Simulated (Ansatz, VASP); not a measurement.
**Two plane-wave programs on CdHg5S6**

```xyz
12
Lattice="4.1390 0.0000 0.0000 -2.0695 3.5845 0.0000 0.0000 0.0000 20.2768" Properties=species:S:1:pos:R:3 pbc="T T T"
Cd    0.0000    0.0000    0.0000
Hg    0.0000    2.3896   16.8974
Hg    2.0695    1.1948   13.5179
Hg    0.0000    0.0000   10.1384
Hg    0.0000    2.3896    6.7589
Hg    2.0695    1.1948    3.3795
S     0.0000    0.0000   17.7422
S     0.0000    2.3896   14.3628
S     2.0695    1.1948   10.9833
S     0.0000    0.0000    7.6038
S     0.0000    2.3896    4.2243
S     2.0695    1.1948    0.8449
```

Alike in both runs: task single point; functional PBE; k mesh 6 × 6 × 1; occupations gaussian, width 0.1 eV; no spin polarisation.

|  | VASP | Ansatz |
| --- | --- | --- |
| version | VASP 6.6.1 | Ansatz 0.2.0 |
| potentials or method | VASP PAW PBE potentials, release 64 (Cd, Hg, S), cutoff 520 eV | scalar-relativistic, plane waves, PAW |
| valence electrons in the cell | 108 | 156 |

VASP gave:

| Property | Result |
| --- | --- |
| gap on the k mesh at the Fermi level (eV) | none |
| pressure (GPa) | 4.2 |
| rms of the force components (eV/Å) | 0.041 |

Question: Estimate Ansatz's values.

Answer: gap on the k mesh at the Fermi level (eV): none; pressure (GPa): 3.9; rms of the force components (eV/Å): 0.041.

Atom by atom the forces differ by 0.000 eV/Å (rms over components). A gap of «none» marks a metal or a gap that the smearing closes. The functional is the same, so the differences come from potentials, cutoffs and numerics. VASP's potentials hold 108 valence electrons a cell and Ansatz's 156, so a difference there can come from the potentials and not from the codes.

Spin-orbit coupling is off throughout.
